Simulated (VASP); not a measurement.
Write the native input for VASP 6.6.1 that does the following.

```yaml
Task: single point
Functional: PBE
Potentials_or_basis: VASP PAW PBE potentials, release 64 (Al, N)
Cutoff: 520 eV
k_mesh: 10 × 10 × 10
Occupations: fermi-dirac, width 0.02 eV
Spin: no spin polarisation
Dipole_correction: no
Further_INCAR_settings: ALGO = Normal; EDIFF = 1e-07; NBANDS = 11
```

The structure of AlN lies in POSCAR:

```
AlN
1.0
    0.0000000000      2.0188684454      1.9560816368
    2.0188684454      0.0000000000      1.9560816368
    2.0188684454      2.0188684454      0.0000000000
Al N
1 1
Direct
    0.0000000000      0.0000000000      0.0000000000
    0.5000000000      0.5000000000      0.5000000000
```

This cell differs from its parent crystal: uniaxial z strain -3.1%.

These files were run (other wordings do the same):

INCAR

```
SYSTEM = AlN
PREC = Accurate ; ENCUT = 520
EDIFF = 1E-7 ; ISMEAR = -1
SIGMA = 0.02 ; LREAL = .False.
LASPH = .True. ; NELM = 60
ALGO = Normal ; ISIF = 2
LWAVE = .False. ; LCHARG = .False.
GGA = PE ; NBANDS = 11
```

KPOINTS

```
Automatic mesh
0
Gamma
  10 10 10
  0 0 0
```

Potentials or basis: VASP PAW PBE potentials, release 64 (Al, N).

The run is started by

```console
$ cat potpaw_PBE.64/Al/POTCAR potpaw_PBE.64/N/POTCAR > POTCAR
$ mpirun -np 1 vasp_std > vasp.out
```

It gave:

```yaml
Pressure: 16.0 GPa
Band_gap_on_the_k_mesh: 4.70 eV, indirect (least direct gap 6.11 eV)
```

Caveat: the cell differs from its parent crystal (uniaxial z strain -3.1%).

Wall time 8.8 s on 1 thread of Intel Xeon 6975P-C, with other jobs on the host, peak memory 0.14 GiB.
